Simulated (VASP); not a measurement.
Set up this calculation in VASP 6.6.1, as the native input.

```yaml
Task: single point
Functional: PBEsol
Potentials_or_basis: VASP PAW PBE potentials, release 64 (Y_sv)
Cutoff: 520 eV
k_mesh: 6 × 6 × 6, shifted
Occupations: methfessel-paxton, width 0.01 eV
Spin: no spin polarisation
Dipole_correction: no
Further_INCAR_settings: ALGO = Normal; EDIFF = 1e-06; NBANDS = 12; ISYM = 0
```

The structure of Y lies in POSCAR:

```
Y
1.0
    0.0000000000      2.4850000000      2.4850000000
    2.4850000000      0.0000000000      2.4850000000
    2.4850000000      2.4850000000      0.0000000000
Y
1
Direct
    0.0000000000      0.0000000000      0.0000000000
```

This isn't the form of Y at room conditions, which is hcp.

These files were run (other wordings do the same):

INCAR

```
  PREC = Accurate
  ENCUT = 520
  EDIFF = 1E-6
  ISMEAR = 1
  SIGMA = 0.01
  LREAL = F
  LASPH = T
  NELM = 100
  ALGO = Normal
  ISIF = 2
  LWAVE = F
  LCHARG = F
  GGA = PS
  ISYM = 0
  NBANDS = 12
```

KPOINTS

```
Automatic mesh
0
Gamma
  6 6 6
  0.5 0.5 0.5
```

Potentials or basis: VASP PAW PBE potentials, release 64 (Y_sv).

Run with:

```sh
$ cat potpaw_PBE.64/Y_sv/POTCAR > POTCAR
$ mpirun -np 1 vasp_std > vasp.out
```

Results of the run:

```
Pressure               : 0.0 GPa
Band gap on the k mesh : zero (an odd number of electrons rules out a gap without spin polarisation)
```

Caveat: the k points lie up to 0.36 Å⁻¹ apart, too coarse for converged energies and pressures of a metal; the PAW data sets were made with another functional, which shifts forces and pressure a little.

Wall time 110 s on 1 thread of Intel(R) Xeon(R) Platinum 8488C (Sapphire Rapids) (shared host), peak memory 0.31 GiB.
